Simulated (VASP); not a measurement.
# BaTiO3 (Pm-3m) in VASP: a series of runs, part 2 of 2

VASP 6.6.1. The steps go on from the part before.

## 3. Single point, PBE

This run uses another cell than the first one, of 12.99 Å³/atom.

Input file INCAR:

```
SYSTEM = BaTiO3
PREC     = Accurate       ! precision mode
ENCUT    = 1340           ! plane-wave cutoff, eV
EDIFF    = 1E-6           ! SCF threshold, eV
ISMEAR   = -1             ! smearing method
SIGMA    = 0.02           ! smearing width, eV
LREAL    = .False.        ! projectors in reciprocal space
LASPH    = .True.         ! aspherical terms in the spheres
NELM     = 120            ! most SCF steps
ALGO     = Normal         ! electronic algorithm
ISIF     = 2              ! what is computed and relaxed
LWAVE    = .False.        ! write WAVECAR
LCHARG   = .True.         ! write CHGCAR
GGA      = PE             ! functional
LELF     = .True.         ! ELF
LVHAR    = .True.       
NBANDS   = 28             ! bands
GGA_COMPAT= .False.
```

Input file KPOINTS:

```
regular mesh
0
Gamma
  6 6 6
  0 0 0
```

Input file POSCAR:

```
BaTiO3
1.0
    4.0193113317      0.0000000000      0.0000000000
    0.0000000000      4.0193113317      0.0000000000
    0.0000000000      0.0000000000      4.0193113317
Ba Ti O
1 1 3
Direct
    0.0000000000      0.0000000000      0.0000000000
    0.5000000000      0.5000000000      0.5000000000
    0.5000000000      0.5000000000      0.0000000000
    0.5000000000      0.0000000000      0.5000000000
    0.0000000000      0.5000000000      0.5000000000
```

Potentials or basis: VASP PAW PBE potentials, release 64 (Ba_sv, Ti_sv, O_h).

Launch:

```bash
> cat potpaw_PBE.64/Ba_sv/POTCAR potpaw_PBE.64/Ti_sv/POTCAR potpaw_PBE.64/O_h/POTCAR > POTCAR
> mpirun -np 1 vasp_std > vasp.out
```

OUTCAR:

```text
SYSTEM = BaTiO3
   PREC = Accurate
   ENCUT = 1340
   EDIFF = 1E-6
   ISMEAR = -1
   LREAL = .False.
   LASPH = .True.
   NELM = 120
   ISIF = 2
   GGA = PE

 ion  position               nearest neighbor table
   1  0.000  0.000  0.000-   3 2.84   4 2.84   5 2.84   4 2.84   5 2.84   3 2.84   5 2.84   5 2.84
                             3 2.84   4 2.84   4 2.84   3 2.84   2 3.48   2 3.48   2 3.48   2 3.48
   2  0.500  0.500  0.500-   3 2.01   4 2.01   5 2.01   3 2.01   4 2.01   5 2.01   1 3.48   1 3.48
                             1 3.48   1 3.48   1 3.48   1 3.48   1 3.48   1 3.48
   3  0.500  0.500  0.000-   2 2.01   2 2.01   1 2.84   1 2.84   1 2.84   1 2.84
   4  0.500  0.000  0.500-   2 2.01   2 2.01   1 2.84   1 2.84   1 2.84   1 2.84
   5  0.000  0.500  0.500-   2 2.01   2 2.01   1 2.84   1 2.84   1 2.84   1 2.84

  LATTYP: Found a simple cubic cell.
 ALAT       =     4.0193113317

  Lattice vectors:

 A1 = (   4.0193113317,   0.0000000000,   0.0000000000)
 A2 = (   0.0000000000,   4.0193113317,   0.0000000000)
 A3 = (   0.0000000000,   0.0000000000,   4.0193113317)

Analysis of symmetry for initial positions (statically):
=====================================================================
 Subroutine PRICEL returns:
 Original cell was already a primitive cell.

 Routine SETGRP: Setting up the symmetry group for a
 simple cubic supercell.

 Subroutine GETGRP returns: Found 48 space group operations
 (whereof 48 operations were pure point group operations)
 out of a pool of 48 trial point group operations.

The static configuration has the point symmetry O_h .

Analysis of symmetry for dynamics (positions and initial velocities):
=====================================================================
 Subroutine PRICEL returns:
 Original cell was already a primitive cell.

 Routine SETGRP: Setting up the symmetry group for a
 simple cubic supercell.

 Subroutine GETGRP returns: Found 48 space group operations
 (whereof 48 operations were pure point group operations)
 out of a pool of 48 trial point group operations.

The dynamic configuration has the point symmetry O_h .

 Subroutine INISYM returns: Found 48 space group operations
 (whereof 48 operations are pure point group operations),
 and found     1 'primitive' translations

----------------------------------------------------------------------------------------

                                     Primitive cell

  volume of cell :      64.9314

  direct lattice vectors                    reciprocal lattice vectors
     4.019311332  0.000000000  0.000000000     0.248798841  0.000000000  0.000000000
     0.000000000  4.019311332  0.000000000     0.000000000  0.248798841  0.000000000
     0.000000000  0.000000000  4.019311332     0.000000000  0.000000000  0.248798841

  length of vectors
     4.019311332  4.019311332  4.019311332     0.248798841  0.248798841  0.248798841

  position of ions in fractional coordinates (direct lattice)
     0.000000000  0.000000000  0.000000000
     0.500000000  0.500000000  0.500000000
     0.500000000  0.500000000  0.000000000
     0.500000000  0.000000000  0.500000000
     0.000000000  0.500000000  0.500000000

  ion indices of the primitive-cell ions
   primitive index   ion index
                 1           1
[... 28 lines left out ...]

 Found     20 irreducible k-points:

 Following reciprocal coordinates:
            Coordinates               Weight
  0.000000  0.000000  0.000000      1.000000
  0.166667  0.000000  0.000000      6.000000
  0.333333  0.000000  0.000000      6.000000
  0.500000  0.000000  0.000000      3.000000
  0.166667  0.166667  0.000000     12.000000
  0.333333  0.166667  0.000000     24.000000
[... 12 lines left out ...]
  0.500000  0.500000  0.333333      6.000000
  0.500000  0.500000  0.500000      1.000000
   k-points           NKPTS =     20   k-points in BZ     NKDIM =     20   number of bands    NBANDS=     28
   number of dos      NEDOS =    301   number of ions     NIONS =      5
   total plane-waves  NPLWV = 110592
   dimension x,y,z NGX =    48 NGY =   48 NGZ =   48
   dimension x,y,z NGXF=    96 NGYF=   96 NGZF=   96
   ions per type =               1   1   3
   NGX,Y,Z   is equivalent  to a cutoff of  19.85, 19.85, 19.85 a.u.
   NGXF,Y,Z  is equivalent  to a cutoff of  39.71, 39.71, 39.71 a.u.
 SYSTEM =  BaTiO3
   PREC   = accura    normal or accurate (medium, high low for compatibility)
   ISTART =      0    job   : 0-new  1-cont  2-samecut
   ICHARG =      2    charge: 1-file 2-atom 10-const
   ISPIN  =      1    spin polarized calculation?
   LNONCOLLINEAR =      F non collinear calculations
   LSORBIT =      F    spin-orbit coupling
   LASPH  =      T    aspherical Exc in radial PAW
   ENCUT  = 1340.0 eV  98.49 Ry    9.92 a.u.  12.00 12.00 12.00*2*pi/ulx,y,z
   NELM   =    120;   NELMIN=  2; NELMDL= -5     # of ELM steps
   EDIFF  = 0.1E-05   stopping-criterion for ELM
   LREAL  =      F    real-space projection
   EDIFFG = 0.1E-04   stopping-criterion for IOM
   NSW    =      0    number of steps for IOM
   IBRION =     -1    ionic relax: 0-MD 1-quasi-New 2-CG
   NFREE  =      0    steps in history (QN), initial steepest desc. (CG)
   ISIF   =      2    stress and relaxation
   ISYM   =      2    0-nonsym 1-usesym 2-fastsym
   POTIM  = 0.5000    time-step for ionic-motion
   TEBEG  =    0.0;   TEEND  =   0.0 temperature during run
   PSTRESS=    0.0 pullay stress
   NELECT =      40.0000    total number of electrons
   NUPDOWN=      -1.0000    fix difference up-down
   EMIN   =  10.00;   EMAX   =-10.00  energy-range for DOS
   EFERMI =   0.00;   METHOD = LEGACY
   ISMEAR =    -1;   SIGMA  =   0.02  broadening in eV -4-tet -1-fermi 0-gaus
   EFERMI_NEDOS =   21; number of points for ismear=-14 and -15
   IALGO  =     38    algorithm
   IMIX   =      4    mixing-type and parameters
     AMIX     =   0.40;   BMIX     =  1.00
     AMIX_MAG =   1.60;   BMIX_MAG =  1.00
  volume/ion in A,a.u.               =      12.99        87.64
  Fermi-wavevector in a.u.,A,eV,Ry     =   1.392975  2.632340 26.400447  1.940378
  Thomas-Fermi vector in A             =   2.516665
   LORBIT       =      0    0 simple, 1 ext, 2 COOP (PROOUT), +10 PAW based schemes
   GGA     = PE    functional components
   LHFCALC =     F    Hartree Fock is set to
   AEXX    =    0.0000 exact exchange contribution
   IVDW    =     0    specifies the selected vdW correction
   LEPSILON=     F    determine dielectric tensor
   LRPA    =     F    only Hartree local field effects (RPA)
 non-spin polarized calculation
  energy-cutoff  :     1340.00
  volume of cell :       64.93
 maximum number of plane-waves:      7264
 NGX is ok and might be reduce to    48
   NGX = 23   NGY = 23   NGZ = 23

 number of electron      39.9999999 magnetization

 Free energy of the ion-electron system (eV)
  ---------------------------------------------------
  ext. energy  EPLUGINS =         0.00000000
  ---------------------------------------------------
  free energy    TOTEN  =       -40.00801203 eV

  energy without entropy =      -40.00801203  energy(sigma->0) =      -40.00801203

 E-fermi :   4.5486     XC(G=0): -11.1975

 val. band max:        4.0885773462   @ k =   0.5000   0.5000   0.5000
 cond. band min:       5.8122290067   @ k =   0.0000   0.0000   0.0000
 fundamental gap:      1.7236516605
 Fermi energy:         4.5485741102

 k-point     1 :       0.0000    0.0000    0.0000
  band No.  band energies     occupation
      1     -52.6002      2.00000
      2     -28.8041      2.00000
      3     -28.8041      2.00000
      4     -28.8041      2.00000
      5     -20.7494      2.00000
      6     -12.7712      2.00000
[... 609 lines left out ...]
     27      11.6268      0.00000
     28      11.6268      0.00000

------------------------ aborting loop because EDIFF is reached ----------------------------------------

  FORCE on cell =-STRESS in cart. coord.  units (eV):
  Direction    XX          YY          ZZ          XY          YZ          ZX
  --------------------------------------------------------------------------------------
  -------------------------------------------------------------------------------------
  Total        0.6162282      0.6162282      0.6162282     -0.0000000      0.0000000      0.0000000
  in kB       15.2053769     15.2053769     15.2053769     -0.0000000      0.0000000      0.0000000
  external PRESSURE =      15.2053769 kB  Pullay stress =       0.0000000 kB

 VOLUME and BASIS-vectors are now :
 -----------------------------------------------------------------------------
  energy-cutoff  :     1340.00
  volume of cell :       64.93
      direct lattice vectors                 reciprocal lattice vectors
     4.019311332  0.000000000  0.000000000     0.248798841  0.000000000  0.000000000
     0.000000000  4.019311332  0.000000000     0.000000000  0.248798841  0.000000000
     0.000000000  0.000000000  4.019311332     0.000000000  0.000000000  0.248798841

 POSITION                                       TOTAL-FORCE (eV/Angst)
 -----------------------------------------------------------------------------------
      0.00000      0.00000      0.00000         0.000000      0.000000      0.000000
      2.00966      2.00966      2.00966         0.000000      0.000000      0.000000
      2.00966      2.00966      0.00000         0.000000      0.000000      0.000000
      2.00966      0.00000      2.00966         0.000000      0.000000      0.000000
      0.00000      2.00966      2.00966         0.000000      0.000000      0.000000
 -----------------------------------------------------------------------------------
    total drift:                                0.000000     -0.000000     -0.000000

  FREE ENERGIE OF THE ION-ELECTRON SYSTEM (eV)
  ---------------------------------------------------
  free  energy   TOTEN  =       -40.0080120256 eV

  energy  without entropy=      -40.0080120256  energy(sigma->0) =      -40.00801203
```

Run time: 2.9 min. Hardware: 1 thread of AMD EPYC 7R13 (Zen 3), shared host; peak memory 0.39 GiB.

What came out:

```
Free energy            : -40.0080 eV
Pressure               : 1.5 GPa
Band gap on the k mesh : 1.72 eV (least direct gap 1.88 eV)
```

Caveat: spin-orbit coupling is left out, which moves the levels of the heavy elements.
